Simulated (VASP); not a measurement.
BN:

```
N B
1.0
     0.00000    3.42396    2.12187
     1.22608    0.00000    2.12187
     1.22608    3.42396    0.00000
N B
1 1
Direct
  0.66665 0.66665 0.33335
  0.00005 0.00005 0.99995
```

Base run:

```yaml
Program: VASP 6.6.1
Functional: PBEsol
Potentials_or_basis: VASP PAW PBE potentials, release 64 (N, B)
Cutoff: 520 eV
k_mesh: 13 × 13 × 13
Occupations: fermi-dirac, width 0.05 eV
Spin: no spin polarisation
```

Its results: band gap on the k mesh 3.82 eV (least direct gap 4.73 eV); pressure 16.9 GPa; largest force 0.013 eV/Å.

The run is repeated on the same cell with these changes: functional from PBEsol to LDA; potentials or basis from VASP PAW PBE potentials, release 64 (N, B) to VASP PAW LDA potentials, release 64 (N, B). What comes out?

Band gap on the k mesh 3.72 eV (least direct gap 4.65 eV); pressure 11.8 GPa; largest force 0.014 eV/Å.

Caveats: the stress differs along the axes, from 0 to 25 GPa (at least some runs); the PAW data sets were made with another functional, which shifts forces and pressure a little (at least some runs); the stress differs along the axes, from -1 to 18 GPa (at least some runs).

A k mesh can miss the band edges.
